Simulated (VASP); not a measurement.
Runs of VASP 6.6.1 on AlN. The structure is hexagonal, space group P6_3mc (No. 186). Conventional cell: a = 3.130 Å, b = 3.130 Å, c = 4.981 Å, α = 90.00°, β = 90.00°, γ = 120.00°. Within 2.5 Å of Al (site symmetry 3m) lie 4 N at 1.90 Å. Within 2.5 Å of N (site symmetry 3m) lie 4 Al at 1.90 Å. 

| task | level | potentials or basis | cell | smearing | gap on the mesh (eV) | pressure (GPa) |
| --- | --- | --- | --- | --- | --- | --- |
| relaxation of the atoms | r2SCAN | VASP PAW PBE potentials, release 64 (Al, N) | atoms relaxed | gaussian 0.05 eV | (a) | -3.6 |
| relaxation of the atoms | LDA | VASP PAW LDA potentials, release 64 (Al, N) | atoms relaxed | gaussian 0.05 eV | 4.10 | -6.2 |
| single point | LDA | VASP PAW LDA potentials, release 64 (Al, N) | as given | gaussian 0.03 eV | 4.10 | -6.3 |
| relaxation of the atoms | PBE | VASP PAW PBE potentials, release 64 (Al, N) | atoms relaxed | gaussian 0.05 eV | 4.07 | 1.2 |
| single point | PBE | VASP PAW PBE potentials, release 64 (Al, N) | as given | gaussian 0.05 eV | 4.07 | 1.2 |

Alike in all rows: no spin polarisation; k mesh 8 × 8 × 5; cutoff (eV) 520.

Question: Estimate the missing entries.

Answer: (a) 4.74.

Caveats: the PAW data sets were made with another functional, which shifts forces and pressure a little (at least some runs); the cell stands under tension (at least some runs).

